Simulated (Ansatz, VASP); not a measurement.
**Zn in VASP and in Ansatz**

File INCAR:

```
PREC = Accurate
ENCUT = 520
EDIFF = 1E-6
ISMEAR = -1
SIGMA = 0.05
LREAL = False
LASPH = True
NELM = 100
ALGO = Normal
ISIF = 2
LWAVE = False
LCHARG = False
GGA = PS
NBANDS = 19
```

KPOINTS

```
Automatic mesh
0
Gamma
  13 13 13
```

Contents of POSCAR:

```
Zn
1.0
    0.0000000000      2.8261085908      2.8261085908
    2.8261085908      0.0000000000      2.8261085908
    2.8261085908      2.8261085908      0.0000000000
Zn
2
Direct
   -0.1250000000     -0.1250000000     -0.1250000000
    0.1250000000      0.1250000000      0.1250000000
```

Input for Ansatz:

```yaml
crystal:
  lattice:
    - [0.0, 2.8261085908, 2.8261085908]
    - [2.8261085908, 0.0, 2.8261085908]
    - [2.8261085908, 2.8261085908, 0.0]
  atoms:
    - { symbol: Zn, position: [-0.125, -0.125, -0.125] }
    - { symbol: Zn, position: [0.125, 0.125, 0.125] }
kpoints:
  mp_grid: { grid: [13, 13, 13] }
  band_path:
    path:
      - [0.0, 0.0, 0.0]
      - [0.5, 0.0, 0.5]
      - [0.625, 0.25, 0.625]
      - [0.375, 0.375, 0.75]
      - [0.0, 0.0, 0.0]
      - [0.5, 0.5, 0.5]
      - [0.5, 0.25, 0.75]
      - [0.5, 0.0, 0.5]
    npoints: 14
scf:
  occupations: { method: fermi_dirac, width: 0.05 }
hamiltonian:
  xc: pbesol
  pseudopotentials: { kind: all_electron, lapw: { basis_error: 0.001 } }
output:
  forces: true
  stress: true
  eigenvalues: true
  populations: true
  dos: { projected: true, de: 0.2, e_range: [-14, 8] }
```

Alike in both runs: task single point; functional PBEsol; k mesh 13 × 13 × 13; occupations fermi-dirac, width 0.05 eV; no spin polarisation.

```csv
,VASP,Ansatz
version,VASP 6.6.1,Ansatz 0.2.0
potentials or method,"VASP PAW PBE potentials, release 64 (Zn), cutoff 520 eV","all-electron LAPW, scalar-relativistic"
```

VASP gave:

* pressure (GPa): 0.3

Which values does Ansatz return?

Pressure (GPa): 0.0.

VASP's potentials were made for PBE, not for PBEsol. Ansatz ran all-electron here, and VASP with PAW potentials.
